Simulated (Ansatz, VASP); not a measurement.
Ga: VASP beside Ansatz

```
Ga
1.0
     3.90798    0.00000    0.00000
    -1.95399    3.38441    0.00000
     0.00000    0.00000    2.40710
Ga
3
Direct
  0.00000 0.00000 0.00000
  0.33333 0.66667 0.50000
  0.66667 0.33333 0.50000
```

Change from the starting cell: volume scaled by 0.55, PAW files.

Alike in both runs: task single point; functional PBE; k mesh 8 × 8 × 10; occupations fermi-dirac, width 0.05 eV; no spin polarisation.

|  | VASP | Ansatz |
| --- | --- | --- |
| version | VASP 6.6.1 | Ansatz 0.2.0 |
| potentials or method | VASP PAW PBE potentials, release 64 (Ga_d) | PAW with Ansatz's default frozen-core files, scalar-relativistic |
| plane-wave cutoff (eV) | 520 | 420 |
| valence electrons in the cell | 39 | 39 |

|  | VASP | Ansatz | Ansatz less VASP |
| --- | --- | --- | --- |
| pressure (GPa) | 121.8 | 120.9 | -0.89 |

Both programs put the cell under a high pressure, so it lies far from rest at this level.

Noted on VASP's run: the cell as given lies far from equilibrium.
